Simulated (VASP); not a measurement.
Here is a VASP 6.6.1 calculation.

File INCAR:

```
SYSTEM = Ni3Pt
PREC = Accurate ; ENCUT = 520
EDIFF = 1E-6 ; ISMEAR = -1
SIGMA = 0.05 ; LREAL = .FALSE.
LASPH = .TRUE. ; NELM = 100
ALGO = Normal ; ISIF = 2
LWAVE = .FALSE. ; LCHARG = .FALSE.
GGA = CA ; NBANDS = 28
```

KPOINTS

```
Automatic mesh
0
G
  9 9 9
  0 0 0
```

The input POSCAR:

```
Ni3Pt
1.0
    3.4733642582      0.0000000000      0.0000000000
    0.0000000000      3.4733642582      0.0000000000
    0.0000000000      0.0000000000      3.4733642582
Ni Pt
3 1
Direct
    0.5000000000      0.0000000000      0.5000000000
    0.0000000000      0.5000000000      0.5000000000
    0.5000000000      0.5000000000      0.0000000000
    0.0000000000      0.0000000000      0.0000000000
```

Potentials or basis: VASP PAW LDA potentials, release 64 (Ni, Pt).

Launch:

```bash
$ cat potpaw_LDA.64/Ni/POTCAR potpaw_LDA.64/Pt/POTCAR > POTCAR
$ mpirun -np 1 vasp_std > vasp.out
```

(1) Predict the band gap on the k mesh.

(2) Predict the pressure.

Answers

(1) zero (band 20 reaches 12.50 eV, above the bottom of band 21 at 11.60 eV).

(2) 23.1 GPa.

Caveat: spin-orbit coupling is left out, which moves the levels of the heavy elements.
